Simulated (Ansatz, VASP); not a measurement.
Two plane-wave programs on Hf

```
Hf
1.0
     0.00000    1.94252    1.94252
     1.94252    0.00000    1.94252
     1.94252    1.94252    0.00000
Hf
1
Cartesian
  0.0000 0.0000 0.0000
```

Change from the starting cell: volume scaled by 0.68, PAW files.

Alike in both runs: task single point; functional PBEsol; k mesh 16 × 16 × 16; occupations fermi-dirac, width 0.05 eV; no spin polarisation.

```csv
,VASP,Ansatz
version,VASP 6.6.1,Ansatz 0.2.0
potentials or method,"VASP PAW PBE potentials, release 64 (Hf_pv)","PAW with Ansatz's default frozen-core files, scalar-relativistic"
plane-wave cutoff (eV),520,420
valence electrons in the cell,10,26
```

VASP gave:

* pressure (GPa): 79.9

Question: What did Ansatz give for the same quantities?

Answer: Pressure (GPa): 80.7.

VASP's potentials were made for PBE, not for PBEsol. Both programs put the cell under a high pressure, so it lies far from rest at this level. With one functional, cell and mesh, what is left measures potentials, basis and numerics. VASP's potentials hold 10 valence electrons a cell and Ansatz's 26, so a difference there can come from the potentials and not from the codes.

Spin-orbit coupling is off throughout. Noted on VASP's run: the cell as given lies far from equilibrium.
